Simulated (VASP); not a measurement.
Input of a VASP 6.6.1 run:

The input INCAR:

```
SYSTEM = H
  PREC = Accurate
  ENCUT = 520
  EDIFF = 1E-7
  ISMEAR = 0
  SIGMA = 0.02
  LREAL = .False.
  LASPH = .True.
  NELM = 100
  ALGO = Normal
  ISIF = 2
  LWAVE = .False.
  LCHARG = .False.
  GGA = PS
  IBRION = 2
  NSW = 80
  EDIFFG = -0.02
```

The input KPOINTS:

```
Automatic mesh
0
Gamma
  1 1 1
  0 0 0
```

The input POSCAR:

```
H
1.0
    9.0000000000      0.0000000000      0.0000000000
    0.0000000000      9.5000000000      0.0000000000
    0.0000000000      0.0000000000     10.0000000000
H
2
Direct
    0.5000000000      0.5000000000      0.4625000000
    0.5000000000      0.5000000000      0.5375000000
```

Potentials or basis: VASP PAW PBE potentials, release 64 (H).

The run is started by

```console
$ cat potpaw_PBE.64/H/POTCAR > POTCAR
$ mpirun -np 1 vasp_gam > vasp.out
```

(1) Estimate the gap between the frontier levels.

(2) Estimate the energy gained by relaxing.

Results:

(1) 9.94 eV.

(2) 0.6 meV/atom.
